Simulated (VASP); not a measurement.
Wanted: the native input for a VASP 6.6.1 run.

| Property | Result |
| --- | --- |
| Task | single point |
| Functional | PBE |
| Potentials or basis | VASP PAW PBE potentials, release 64 (Zn, C) |
| Cutoff | 520 eV |
| k mesh | 4 × 4 × 4 |
| Occupations | gaussian, width 0.1 eV |
| Spin | no spin polarisation |
| Dipole correction | no |
| Further INCAR settings | ALGO = Normal; EDIFF = 1e-06; NBANDS = 42 |

The structure of ZnC lies in POSCAR:

```
ZnC
1.0
    4.3064646138      0.0000000000      0.0000000000
    0.0000000000      4.3064646138      0.0000000000
    0.0000000000      0.0000000000      4.3064646138
Zn C
4 4
Direct
    0.1340000000      0.1340000000      0.1340000000
    0.3660000000      0.8660000000      0.6340000000
    0.6340000000      0.3660000000      0.8660000000
    0.8660000000      0.6340000000      0.3660000000
    0.8445000000      0.8445000000      0.8445000000
    0.6555000000      0.1555000000      0.3445000000
    0.3445000000      0.6555000000      0.1555000000
    0.1555000000      0.3445000000      0.6555000000
```

One way to write it, as run:

INCAR

```
ALGO = Normal ; EDIFF = 1E-6
ENCUT = 520 ; GGA = PE
ISIF = 2 ; ISMEAR = 0
LASPH = True ; LCHARG = False
LREAL = False ; LWAVE = False
NBANDS = 42 ; NELM = 60
PREC = Accurate ; SIGMA = 0.1
```

KPOINTS

```
k-points
0
Gamma
  4 4 4
```

Potentials or basis: VASP PAW PBE potentials, release 64 (Zn, C).

Launch:

```console
$ cat potpaw_PBE.64/Zn/POTCAR potpaw_PBE.64/C/POTCAR > POTCAR
$ mpirun -np 1 vasp_std > vasp.out
```

It gave:

```
Pressure               : 11.0 GPa
Largest force          : 0.576 eV/Å
Band gap on the k mesh : zero (band 32 reaches 5.39 eV, above the bottom of band 33 at 4.92 eV)
```

Caveat: the k points lie up to 0.36 Å⁻¹ apart.

It took 27 s on 1 thread of Intel Xeon 6975P-C, with other jobs on the host, peak memory 0.18 GiB.
